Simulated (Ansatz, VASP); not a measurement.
## Cd6As: VASP beside Ansatz

```xyz
7
Lattice="5.5529 0.0000 0.0000 0.0000 5.5529 0.0000 0.0000 0.0000 5.5529" Properties=species:S:1:pos:R:3 pbc="T T T"
Cd    1.1494    2.7764    2.7764
Cd    2.7764    1.1494    2.7764
Cd    4.4034    2.7764    2.7764
Cd    2.7764    4.4034    2.7764
Cd    2.7764    2.7764    1.1494
Cd    2.7764    2.7764    4.4034
As    0.0000    0.0000    0.0000
```

Change from the starting cell: species swapped into the YbB6 type (Pm-3m, No. 221).

Alike in both runs: task single point; functional PBE; k mesh 4 × 4 × 4; occupations gaussian, width 0.1 eV; no spin polarisation.

|  | VASP | Ansatz |
| --- | --- | --- |
| version | VASP 6.6.1 | Ansatz 0.2.0 |
| potentials or method | VASP PAW PBE potentials, release 64 (Cd, As), cutoff 520 eV | scalar-relativistic, plane waves, PAW |
| valence electrons in the cell | 77 | 135 |

|  | VASP | Ansatz | Ansatz less VASP |
| --- | --- | --- | --- |
| gap on the k mesh at the Fermi level (eV) | none | none | - |
| rms of the force components (eV/Å) | 6.240 | 5.841 | -0.3986 |

Atom by atom the forces differ by 0.399 eV/Å (rms over components). A gap of «none» marks a metal or a gap that the smearing closes. VASP's potentials hold 77 valence electrons a cell and Ansatz's 135, so a difference there can come from the potentials and not from the codes.
